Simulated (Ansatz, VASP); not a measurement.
## FeO: VASP beside Ansatz

Contents of INCAR:

```
  PREC = Accurate
  ENCUT = 600
  EDIFF = 1E-7
  ISMEAR = -1
  SIGMA = 0.05
  LREAL = False
  LASPH = True
  NELM = 150
  ALGO = Normal
  ISIF = 3
  LWAVE = False
  LCHARG = False
  ISPIN = 2
  MAGMOM = 3 0
  LORBIT = 11
  LMAXMIX = 4
  GGA = PE
  IVDW = 12
  IBRION = 2
  NSW = 80
  EDIFFG = -0.01
```

File KPOINTS:

```
regular mesh
0
Gamma
  8 8 8
```

POSCAR

```
FeO
1.0
    0.0000000000      2.1554000000      2.1554000000
    2.1554000000      0.0000000000      2.1554000000
    2.1554000000      2.1554000000      0.0000000000
Fe O
1 1
Direct
    0.0000000000      0.0000000000      0.0000000000
    0.5000000000      0.5000000000      0.5000000000
```

input.yaml

```yaml
crystal:
  lattice:
    - [0.0, 2.1554, 2.1554]
    - [2.1554, 0.0, 2.1554]
    - [2.1554, 2.1554, 0.0]
  atoms:
    - { symbol: Fe, position: [0.0, 0.0, 0.0], spin: 3.0 }
    - { symbol: O, position: [0.5, 0.5, 0.5] }
kpoints:
  mp_grid: { grid: [8, 8, 8] }
scf:
  occupations: { method: fermi_dirac, width: 0.05 }
hamiltonian:
  xc: pbe
  dispersion: d3bj
  pseudopotentials: { kind: all_electron, lapw: { basis_error: 0.001 } }
magnetization:
  spin_polarized: true
output:
  forces: true
  stress: true
relax:
  f_tol: 0.01
  max_steps: 60
  cell: {}
```

Alike in both runs: task relaxation of cell and atoms; functional PBE; dispersion D3(BJ); k mesh 8 × 8 × 8; occupations fermi-dirac, width 0.05 eV; collinear spin.

|  | VASP | Ansatz |
| --- | --- | --- |
| version | VASP 6.6.1 | Ansatz 0.2.0 |
| potentials or method | VASP PAW PBE potentials, release 64 (Fe, O), cutoff 600 eV | all-electron LAPW, scalar-relativistic |

Ansatz gave:

| Quantity | Value |
| --- | --- |
| net moment per atom (μB) | 2.00 |
| size of the moment on the site where the two differ most (μB) | 3.60 |
| relaxed volume (Å³/atom) | 9.82 |
| relaxed cell length with the largest relative difference (Å) | 3.029 |

Question: Which values does VASP return?

Answer: net moment per atom (μB): 2.00; size of the moment on the site where the two differ most (μB): 3.62; relaxed volume (Å³/atom): 9.82; relaxed cell length with the largest relative difference (Å): 3.029.

Site moments also hang on the region over which each program counts them. Ansatz ran all-electron here, and VASP with PAW potentials.

Noted on Ansatz's run: the k mesh is thin for a metal, which can move the energy by tens of meV per atom.
